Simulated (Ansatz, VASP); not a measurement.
Bi2Se3 in VASP and in Ansatz

```
Bi Se
1.0
     2.09474    1.20940   10.44908
    -2.09474    1.20940   10.44908
     0.00000   -2.41880   10.44908
Bi Se
2 3
Cartesian
  0.0000 0.0000 12.3998
  0.0000 0.0000 18.9475
  0.0000 0.0000 0.0000
  0.0000 0.0000 6.9355
  0.0000 0.0000 24.4117
```

Alike in both runs: functional PBE; k mesh 8 × 8 × 8; occupations gaussian, width 0.05 eV; no spin polarisation.

Ansatz relaxed the structure, and its values are those at the end. VASP's run is a single point on that final structure, the one shown.

|  | VASP | Ansatz |
| --- | --- | --- |
| version | VASP 6.6.1 | Ansatz 0.2.0 |
| potentials or method | VASP PAW PBE potentials, release 64 (Bi_d, Se), cutoff 520 eV | scalar-relativistic, plane waves, PAW |
| valence electrons in the cell | 48 | 78 |

VASP gave:

- gap on the k mesh at the Fermi level (eV): 0.72
- least direct gap on the mesh (eV): 0.72
- pressure (GPa): 0.0
- rms of the force components (eV/Å): 0.005

Q: Which values does Ansatz return?

A: gap on the k mesh at the Fermi level (eV): 0.72; least direct gap on the mesh (eV): 0.72; pressure (GPa): 0.0; rms of the force components (eV/Å): 0.000.

The functional is the same, so the differences come from potentials, cutoffs and numerics. VASP's potentials hold 48 valence electrons a cell and Ansatz's 78, so a difference there can come from the potentials and not from the codes.

Spin-orbit coupling is off throughout.
